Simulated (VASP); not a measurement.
Here is a VASP 6.6.1 calculation.

File INCAR:

```
SYSTEM = Sc2BC2
ALGO = Normal
EDIFF = 1E-6
ENCUT = 600
GGA = CA
GGA_COMPAT = .False.
ISIF = 2
ISMEAR = 0
LASPH = .True.
LCHARG = .False.
LREAL = .False.
LWAVE = .False.
NBANDS = 24
NELM = 120
PREC = Accurate
SIGMA = 0.1
```

The input KPOINTS:

```
k-points
0
Gamma
  16 16 16
  0 0 0
```

File POSCAR:

```
Sc2BC2
1.0
   -1.6335743289      1.6335743289      5.2528415812
    1.6335743289     -1.6335743289      5.2528415812
    1.6335743289      1.6335743289     -5.2528415812
Sc B C
2 1 2
Direct
    0.3489699252      0.3489699252      0.0000000000
    0.6510300748      0.6510300748      0.0000000000
    0.0000000000      0.0000000000      0.0000000000
    0.1400090843      0.1400090843      0.0000000000
    0.8599909157      0.8599909157      0.0000000000
```

Potentials or basis: VASP PAW LDA potentials, release 64 (Sc_sv, B, C).

Launch:

```bash
$ cat potpaw_LDA.64/Sc_sv/POTCAR potpaw_LDA.64/B/POTCAR potpaw_LDA.64/C/POTCAR > POTCAR
$ mpirun -np 1 vasp_std > vasp.out
```

(1) What does it give for the band gap on the k mesh?

(2) Estimate the largest force.

Answers

(1) zero (an odd number of electrons rules out a gap without spin polarisation).

(2) 0.035 eV/Å.
